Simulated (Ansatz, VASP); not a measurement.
One calculation of MgI2, two programs

```
Mg I
1.0
     4.13003    0.00000    0.00000
    -2.06502    3.57672    0.00000
     0.00000    0.00000    7.02195
Mg I
1 2
Direct
  0.00000 0.00000 0.00000
  0.33333 0.66667 0.23768
  0.66667 0.33333 0.76232
```

Alike in both runs: functional PBEsol; k mesh 10 × 10 × 6; occupations fermi-dirac, width 0.08 eV; no spin polarisation.

Ansatz relaxed the structure, and its values are those at the end. VASP's run is a single point on that final structure, the one shown.

|  | VASP | Ansatz |
| --- | --- | --- |
| version | VASP 6.6.1 | Ansatz 0.2.0 |
| potentials or method | VASP PAW PBE potentials, release 64 (Mg, I) | PAW with Ansatz's default frozen-core files, scalar-relativistic |
| plane-wave cutoff (eV) | 520 | 420 |
| valence electrons in the cell | 16 | 44 |

```csv
,VASP,Ansatz,Ansatz less VASP
pressure (GPa),0.0,0.0,+0.03
```

VASP's potentials were made for PBE, not for PBEsol. With one functional, cell and mesh, what is left measures potentials, basis and numerics. VASP's potentials hold 16 valence electrons a cell and Ansatz's 44, so a difference there can come from the potentials and not from the codes.

Neither program's run includes spin-orbit coupling.
